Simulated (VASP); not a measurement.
Input of a VASP 6.6.1 run:

POSCAR

```
TiO2
1.0
    4.8040052039      0.0000000000     -0.0016511871
    0.0000000000      4.8661214579      0.0000000000
   -0.8630305548      0.0000000000      4.9662665389
Ti O
4 8
Direct
    0.2770023189      0.0544871192      0.2145429615
    0.7229976811      0.5544871192      0.2854570385
    0.7229976811      0.9455128808      0.7854570385
    0.2770023189      0.4455128808      0.7145429615
    0.0635036771      0.1776885466      0.8522439277
    0.9364963229      0.6776885466      0.6477560723
    0.9364963229      0.8223114534      0.1477560723
    0.0635036771      0.3223114534      0.3522439277
    0.4463051896      0.7579746717      0.4633583238
    0.5536948104      0.2579746717      0.0366416762
    0.5536948104      0.2420253283      0.5366416762
    0.4463051896      0.7420253283      0.9633583238
```

Contents of INCAR.step1:

```
ALGO = Normal
EDIFF = 1E-4
ENCUT = 520
GGA = PE
ISMEAR = -1
LASPH = T
LCHARG = F
LREAL = F
LWAVE = T
NBANDS = 60
NELM = 60
PREC = Accurate
SIGMA = 0.05
```

INCAR.step2

```
ALGO = Normal
EDIFF = 1E-7
ENCUT = 520
ISIF = 2
ISMEAR = -1
ISTART = 1
LASPH = T
LCHARG = T
LELF = T
LMIXTAU = T
LREAL = F
LVHAR = T
LWAVE = F
METAGGA = R2SCAN
NBANDS = 60
NELM = 60
PREC = Accurate
SIGMA = 0.05
```

The input KPOINTS:

```
k-points
0
Gamma
  6 6 6
```

Potentials or basis: VASP PAW PBE potentials, release 64 (Ti_sv, O).

Run with:

```bash
$ cat potpaw_PBE.64/Ti_sv/POTCAR potpaw_PBE.64/O/POTCAR > POTCAR
$ cp INCAR.step1 INCAR
$ mpirun -np 1 vasp_std > vasp.out
$ cp INCAR.step2 INCAR
$ mpirun -np 1 vasp_std > vasp.out
```

**Question.** Estimate the largest force.

**Answer.** 0.103 eV/Å.

**Question.** What does it give for the band gap on the k mesh?

**Answer.** 2.72 eV (least direct gap 2.81 eV).

Stress tensor (GPa, compression positive):
```
 1.63  0.00 -0.01
 0.00  1.59  0.00
-0.01  0.00  1.39
```

Caveat: the PAW data sets were made with another functional, which shifts forces and pressure a little. A k mesh can miss the band edges.
